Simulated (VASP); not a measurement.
Wanted: the native input for a VASP 6.6.1 run.

```yaml
Task: relaxation of cell and atoms
Functional: BLYP
Potentials_or_basis: VASP PAW PBE potentials, release 64 (Be)
Cutoff: 600 eV
k_mesh: 10 × 10 × 14
Occupations: fermi-dirac, width 0.1 eV
Spin: no spin polarisation
Dipole_correction: no
Further_INCAR_settings: ALGO = Normal; EDIFF = 1e-06; IBRION = 2; EDIFFG = -0.01; NSW = 80; ISIF = 3
```

The structure of Be lies in POSCAR:

```
Be
1.0
    3.5790237631      0.0000000000      0.0000000000
   -1.7895118815      3.0995254996      0.0000000000
    0.0000000000      0.0000000000      2.1939415668
Be
3
Direct
    0.0000000000      0.0000000000      0.0000000000
    0.3333333333      0.6666666667      0.5000000000
    0.6666666667      0.3333333333      0.5000000000
```

This isn't the form of Be at room conditions, which is hcp.

The input as run:

INCAR

```
PREC = Accurate ; ENCUT = 600
EDIFF = 1E-6 ; ISMEAR = -1
SIGMA = 0.1 ; LREAL = False
LASPH = True ; NELM = 80
ALGO = Normal ; ISIF = 3
LWAVE = False ; LCHARG = False
GGA = B5 ; ALDAX = 1.0
AGGAX = 1.0 ; AGGAC = 1.0
ALDAC = 0.0 ; IBRION = 2
NSW = 80 ; EDIFFG = -0.01
```

KPOINTS

```
regular mesh
0
Gamma
  10 10 14
```

Potentials or basis: VASP PAW PBE potentials, release 64 (Be).

Run with:

```bash
$ cat potpaw_PBE.64/Be/POTCAR > POTCAR
$ mpirun -np 1 vasp_std > vasp.out
```

Results of the run:

```
Energy gained by relaxing : 0.5 meV/atom
Ionic steps               : 4
Pressure after relaxing   : 0.0 GPa
Band gap on the k mesh    : zero (bands 3 and 4 overlap by 4.48 eV)
```

Caveat: the PAW data sets were made with another functional, which shifts forces and pressure a little.

Wall time 54 s on 1 thread of Intel Xeon 8259CL (shared host), peak memory 0.15 GiB.
